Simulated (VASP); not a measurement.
A run of VASP 6.6.1 is set up as follows.

File INCAR:

```
PREC     = Accurate       # precision mode
ENCUT    = 600            # plane-wave cutoff, eV
EDIFF    = 1E-7           # SCF threshold, eV
ISMEAR   = -1             # smearing method
SIGMA    = 0.1            # smearing width, eV
LREAL    = F              # projectors in reciprocal space
LASPH    = T              # aspherical terms in the spheres
NELM     = 120            # most SCF steps
ALGO     = Normal         # electronic algorithm
ISIF     = 3              # what is computed and relaxed
LWAVE    = F              # write WAVECAR
LCHARG   = F              # write CHGCAR
GGA      = PE             # functional
IVDW     = 12             # dispersion correction
IBRION   = 2              # ionic algorithm
NSW      = 80             # ionic steps
EDIFFG   = -0.01          # ionic threshold
GGA_COMPAT= F            
NELMIN   = 4
```

Contents of KPOINTS:

```
Automatic mesh
0
Gamma
  13 13 13
```

POSCAR

```
TaC
1.0
    0.0000000000      2.2230000000      2.2230000000
    2.2230000000      0.0000000000      2.2230000000
    2.2230000000      2.2230000000      0.0000000000
Ta C
1 1
Direct
    0.0000000000      0.0000000000      0.0000000000
    0.5000000000      0.5000000000      0.5000000000
```

Potentials or basis: VASP PAW PBE potentials, release 64 (Ta_pv, C).

Run with:

```console
$ cat potpaw_PBE.64/Ta_pv/POTCAR potpaw_PBE.64/C/POTCAR > POTCAR
$ mpirun -np 1 vasp_std > vasp.out
```

(1) What does it give for the dispersion energy per atom?

(2) What does it give for the band gap on the k mesh?

(3) Estimate the relaxed volume.

Results:

(1) -0.462 eV.

(2) zero (an odd number of electrons rules out a gap without spin polarisation).

(3) 11.00 Å³/atom.

Caveat: spin-orbit coupling is left out, which moves the levels of the heavy elements; an odd number of electrons without spin polarisation forces a metal; a magnetic or distorted state may lie lower.
